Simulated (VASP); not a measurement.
Write the native input for VASP 6.6.1 that does the following.

| Item | Value |
| --- | --- |
| Task | relaxation of cell and atoms |
| Functional | PBE |
| Potentials or basis | VASP PAW PBE potentials, release 64 (Zr_sv, Si) |
| Cutoff | 600 eV |
| k mesh | 4 × 4 × 4 |
| Occupations | gaussian, width 0.1 eV |
| Spin | no spin polarisation |
| Dipole correction | no |
| Further INCAR settings | ALGO = Normal; EDIFF = 1e-06; IBRION = 2; EDIFFG = -0.04; NSW = 90; ISIF = 3 |

The structure of ZrSi3 lies in POSCAR:

```
ZrSi3
1.0
    0.0000000000      3.3983398900      3.3983398900
    3.3983398900      0.0000000000      3.3983398900
    3.3983398900      3.3983398900      0.0000000000
Zr Si
1 3
Direct
    0.0000000000      0.0000000000      0.0000000000
    0.2500000000      0.2500000000      0.2500000000
    0.5000000000      0.5000000000      0.5000000000
    0.7500000000      0.7500000000      0.7500000000
```

The cell was generated, and may not be a known phase.

The input as run:

INCAR

```
SYSTEM = ZrSi3
PREC = Accurate
ENCUT = 600
EDIFF = 1E-6
ISMEAR = 0
SIGMA = 0.1
LREAL = .FALSE.
LASPH = .TRUE.
NELM = 60
ALGO = Normal
ISIF = 3
LWAVE = .FALSE.
LCHARG = .FALSE.
GGA = PE
IBRION = 2
NSW = 90
EDIFFG = -0.04
```

KPOINTS

```
Automatic mesh
0
G
  4 4 4
  0 0 0
```

Potentials or basis: VASP PAW PBE potentials, release 64 (Zr_sv, Si).

The run is started by

```console
$ cat potpaw_PBE.64/Zr_sv/POTCAR potpaw_PBE.64/Si/POTCAR > POTCAR
$ mpirun -np 1 vasp_std > vasp.out
```

It gave:

```
Relaxed volume                        : 17.20 Å³/atom
Relaxed cell                          : a = 4.599 Å, b = 4.599 Å, c = 4.599 Å, α = 60.00°, β = 60.00°, γ = 60.00°
Space group after relaxing (to 0.1 Å) : Fm-3m (No. 225)
Energy gained by relaxing             : 81.7 meV/atom
Ionic steps                           : 3
Pressure after relaxing               : 0.1 GPa
Band gap on the k mesh                : zero (bands 12 and 13 overlap by 1.75 eV)
```

Caveat: the k points lie up to 0.42 Å⁻¹ apart in the final cell, too coarse for converged energies and pressures of a metal.

It took 82 s on 1 thread of Intel Xeon 8259CL (shared host), peak memory 0.25 GiB.
